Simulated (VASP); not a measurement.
# Si5N (P-62m) in VASP: further runs

Runs on Si5N. Level: PBE. Tasks: single point, relaxation of cell and atoms.

Everything below comes from runs of VASP 6.6.1. Logs are shortened: lines on timing, memory, paths and dates and some standing lists are left out, and cuts for length are marked.

## Step 1: The cell of the first run

The structure is hexagonal, space group P-62m (No. 189). The conventional cell has a = 5.716 Å, b = 5.716 Å, c = 2.893 Å, α = 90.00°, β = 90.00°, γ = 120.00°. Si (site symmetry -6) has 11 Si at 2.54 to 3.30 Å and 3 N at 3.30 Å within 3.3 Å. Within 2.8 Å of Si (site symmetry m2m) lie 2 N at 2.15 Å and 6 Si at 2.54 to 2.75 Å. Within 2.8 Å of N (site symmetry -62m) lie 6 Si at 2.15 Å.

## Step 2: Single point, PBE

The input, INCAR:

```
SYSTEM = Si5N
ALGO = Normal ; EDIFF = 1E-6
ENCUT = 520 ; GGA = PE
ISIF = 2 ; ISMEAR = 0
LASPH = .TRUE. ; LCHARG = .FALSE.
LREAL = .FALSE. ; LWAVE = .FALSE.
NBANDS = 22 ; NELM = 60
PREC = Accurate ; SIGMA = 0.1
```

The input, KPOINTS:

```
k-points
0
G
  6 6 4
  0 0 0
```

The input, POSCAR:

```
Si5N
1.0
    5.7157343608     -0.0000000032      0.0000000000
   -2.8578671776      4.9499711593      0.0000000000
    0.0000000000      0.0000000000      2.8929575696
Si N
5 1
Direct
    0.6666666667      0.3333333333      0.0000000000
    0.3333333333      0.6666666667      0.0000000000
    0.0000000000      0.2775133964      0.5000000000
    0.7224866036      0.7224866036      0.5000000000
    0.2775133964      0.0000000000      0.5000000000
    0.0000000000      0.0000000000      0.0000000000
```

Potentials or basis: VASP PAW PBE potentials, release 64 (Si, N).

The run is started by

```console
$ cat potpaw_PBE.64/Si/POTCAR potpaw_PBE.64/N/POTCAR > POTCAR
$ mpirun -np 1 vasp_std > vasp.out
```

OUTCAR:

```text
SYSTEM = Si5N
   EDIFF = 1E-6
   ENCUT = 520
   GGA = PE
   ISIF = 2
   ISMEAR = 0
   LASPH = .TRUE.
   LREAL = .FALSE.
   NELM = 60
   PREC = Accurate

 ion  position               nearest neighbor table
   1  0.667  0.333  0.000-   3 2.54   3 2.54   5 2.54   5 2.54   4 2.54   4 2.54
   2  0.333  0.667  0.000-   5 2.54   5 2.54   3 2.54   3 2.54   4 2.54   4 2.54
   3  0.000  0.278  0.500-   6 2.15   6 2.15   1 2.54   1 2.54   2 2.54   2 2.54   4 2.75   5 2.75

   4  0.722  0.722  0.500-   6 2.15   6 2.15   1 2.54   1 2.54   2 2.54   2 2.54   3 2.75   5 2.75

   5  0.278  0.000  0.500-   6 2.15   6 2.15   2 2.54   2 2.54   1 2.54   1 2.54   3 2.75   4 2.75

   6  0.000  0.000  0.000-   3 2.15   3 2.15   4 2.15   4 2.15   5 2.15   5 2.15

  LATTYP: Found a hexagonal cell.
 ALAT       =     5.7157343608
 C/A-ratio  =     0.5061392617

  Lattice vectors:

 A1 = (   5.7157343608,  -0.0000000032,   0.0000000000)
 A2 = (  -2.8578671776,   4.9499711593,   0.0000000000)
 A3 = (   0.0000000000,   0.0000000000,   2.8929575696)

Analysis of symmetry for initial positions (statically):
=====================================================================
 Subroutine PRICEL returns:
 Original cell was already a primitive cell.

 Routine SETGRP: Setting up the symmetry group for a
 hexagonal supercell.

 Subroutine GETGRP returns: Found 12 space group operations
 (whereof 12 operations were pure point group operations)
 out of a pool of 24 trial point group operations.

The static configuration has the point symmetry D_3h.

Analysis of symmetry for dynamics (positions and initial velocities):
=====================================================================
 Subroutine PRICEL returns:
 Original cell was already a primitive cell.

 Routine SETGRP: Setting up the symmetry group for a
 hexagonal supercell.

 Subroutine GETGRP returns: Found 12 space group operations
 (whereof 12 operations were pure point group operations)
 out of a pool of 24 trial point group operations.

The dynamic configuration has the point symmetry D_3h.

 Subroutine INISYM returns: Found 12 space group operations
 (whereof 12 operations are pure point group operations),
 and found     1 'primitive' translations

[... 98 lines left out ...]
   EDIFF  = 0.1E-05   stopping-criterion for ELM
   LREAL  =      F    real-space projection
   EDIFFG = 0.1E-04   stopping-criterion for IOM
   NSW    =      0    number of steps for IOM
   IBRION =     -1    ionic relax: 0-MD 1-quasi-New 2-CG
   NFREE  =      0    steps in history (QN), initial steepest desc. (CG)
   ISIF   =      2    stress and relaxation
   ISYM   =      2    0-nonsym 1-usesym 2-fastsym
   POTIM  = 0.5000    time-step for ionic-motion
   TEBEG  =    0.0;   TEEND  =   0.0 temperature during run
   PSTRESS=    0.0 pullay stress
   NELECT =      25.0000    total number of electrons
   NUPDOWN=      -1.0000    fix difference up-down
   EMIN   =  10.00;   EMAX   =-10.00  energy-range for DOS
   EFERMI =   0.00;   METHOD = LEGACY
   ISMEAR =     0;   SIGMA  =   0.10  broadening in eV -4-tet -1-fermi 0-gaus
   EFERMI_NEDOS =   21; number of points for ismear=-14 and -15
   IALGO  =     38    algorithm
   IMIX   =      4    mixing-type and parameters
     AMIX     =   0.40;   BMIX     =  1.00
     AMIX_MAG =   1.60;   BMIX_MAG =  1.00
  volume/ion in A,a.u.               =      13.64        92.06
  Fermi-wavevector in a.u.,A,eV,Ry     =   1.102510  2.083442 16.538270  1.215529
  Thomas-Fermi vector in A             =   2.238954
   LORBIT       =      0    0 simple, 1 ext, 2 COOP (PROOUT), +10 PAW based schemes
   GGA     = PE    functional components
   LHFCALC =     F    Hartree Fock is set to
   AEXX    =    0.0000 exact exchange contribution
   IVDW    =     0    specifies the selected vdW correction
   LEPSILON=     F    determine dielectric tensor
   LRPA    =     F    only Hartree local field effects (RPA)
 non-spin polarized calculation
 Gauss-broadening in eV      SIGMA  =   0.10
  energy-cutoff  :      520.00
  volume of cell :       81.85
 maximum number of plane-waves:      2238
 NGX is ok and might be reduce to    48
   NGX = 21   NGY = 21   NGZ = 11

 number of electron      24.9999998 magnetization

 Free energy of the ion-electron system (eV)
  ---------------------------------------------------
  ext. energy  EPLUGINS =         0.00000000
  ---------------------------------------------------
  free energy    TOTEN  =       -32.53521890 eV

  energy without entropy =      -32.52254695  energy(sigma->0) =      -32.52888292

 E-fermi :   9.3648     XC(G=0): -11.0569

 val. band max:        9.3590848444   @ k =   0.1667   0.1667   0.2500
 cond. band min:       9.4231305379   @ k =   0.5000  -0.0000   0.5000
 fundamental gap:      0.0640456934
 Fermi energy:         9.3647955169

 k-point     1 :       0.0000    0.0000    0.0000
  band No.  band energies     occupation
      1      -8.1951      2.00000
      2      -2.9255      2.00000
      3      -0.4687      2.00000
      4      -0.4687      2.00000
      5       0.3728      2.00000
      6       2.5592      2.00000
[... 514 lines left out ...]
     21      14.5120      0.00000
     22      14.5122      0.00000

------------------------ aborting loop because EDIFF is reached ----------------------------------------

  FORCE on cell =-STRESS in cart. coord.  units (eV):
  Direction    XX          YY          ZZ          XY          YZ          ZX
  --------------------------------------------------------------------------------------
  -------------------------------------------------------------------------------------
  Total       -0.0201017     -0.0201017      0.0029761     -0.0000000      0.0000000      0.0000000
  in kB       -0.3934845     -0.3934845      0.0582565     -0.0000000      0.0000000      0.0000000
  external PRESSURE =      -0.2429042 kB  Pullay stress =       0.0000000 kB

 VOLUME and BASIS-vectors are now :
 -----------------------------------------------------------------------------
  energy-cutoff  :      520.00
  volume of cell :       81.85
      direct lattice vectors                 reciprocal lattice vectors
     5.715734361 -0.000000003  0.000000000     0.174955647  0.101010689  0.000000000
    -2.857867178  4.949971159  0.000000000     0.000000000  0.202021379  0.000000000
     0.000000000  0.000000000  2.892957570     0.000000000  0.000000000  0.345667012

 POSITION                                       TOTAL-FORCE (eV/Angst)
 -----------------------------------------------------------------------------------
      2.85787      1.64999      0.00000        -0.000000      0.000000     -0.000000
      0.00000      3.29998      0.00000        -0.000000      0.000000     -0.000000
     -0.79310      1.37368      1.44648        -0.002556      0.004427     -0.000000
      2.06477      3.57629      1.44648        -0.002556     -0.004427      0.000000
      1.58619     -0.00000      1.44648         0.005112     -0.000000     -0.000000
      0.00000      0.00000      0.00000         0.000000      0.000000     -0.000000
 -----------------------------------------------------------------------------------
    total drift:                               -0.000000     -0.000000     -0.000000

  FREE ENERGIE OF THE ION-ELECTRON SYSTEM (eV)
  ---------------------------------------------------
  free  energy   TOTEN  =       -32.5352188971 eV

  energy  without entropy=      -32.5225469529  energy(sigma->0) =      -32.52888292
```

OSZICAR:

```text
N       E                     dE             d eps       ncg     rms          rms(c)
DAV:   1     0.496655020622E+02    0.49666E+02   -0.10233E+04   924   0.972E+02
DAV:   2    -0.289968997037E+02   -0.78662E+02   -0.74747E+02  1168   0.151E+02
DAV:   3    -0.334822684554E+02   -0.44854E+01   -0.44216E+01  1208   0.340E+01
DAV:   4    -0.335275632066E+02   -0.45295E-01   -0.45262E-01  1130   0.389E+00
DAV:   5    -0.335280893534E+02   -0.52615E-03   -0.52611E-03  1216   0.400E-01    0.880E+00
DAV:   6    -0.326129293446E+02    0.91516E+00   -0.37656E+00  1210   0.128E+01    0.496E+00
DAV:   7    -0.325489726822E+02    0.63957E-01   -0.87605E-01  1144   0.560E+00    0.268E+00
DAV:   8    -0.325395881399E+02    0.93845E-02   -0.11370E-01  1126   0.177E+00    0.763E-01
DAV:   9    -0.325351089294E+02    0.44792E-02   -0.11377E-02  1230   0.743E-01    0.185E-01
DAV:  10    -0.325351932895E+02   -0.84360E-04   -0.23986E-03  1110   0.295E-01    0.127E-01
DAV:  11    -0.325352235746E+02   -0.30285E-04   -0.25084E-04  1168   0.893E-02    0.686E-02
DAV:  12    -0.325352207431E+02    0.28315E-05   -0.68275E-05  1160   0.516E-02    0.179E-02
DAV:  13    -0.325352193028E+02    0.14403E-05   -0.11854E-05  1098   0.227E-02    0.841E-03
DAV:  14    -0.325352188971E+02    0.40576E-06   -0.11791E-06   692   0.563E-03
   1 F= -.32535219E+02 E0= -.32528883E+02  d E =-.126719E-01
```

Wall time 45 s (1 thread of Intel Xeon Platinum 8375C at 2.90GHz (Ice Lake), shared host); peak memory 0.22 GiB.

Results:

- Free energy: -32.5352 eV
- Pressure: 0.0 GPa
- Largest force: 0.005 eV/Å

Forces on the atoms (eV/Å):
```
Si   0.000  0.000  0.000
Si   0.000  0.000  0.000
Si  -0.003  0.004  0.000
Si  -0.003 -0.004  0.000
Si   0.005  0.000  0.000
N    0.000  0.000  0.000
```

Caveat: the k points lie up to 0.54 Å⁻¹ apart.

[end of part 1 of 2]
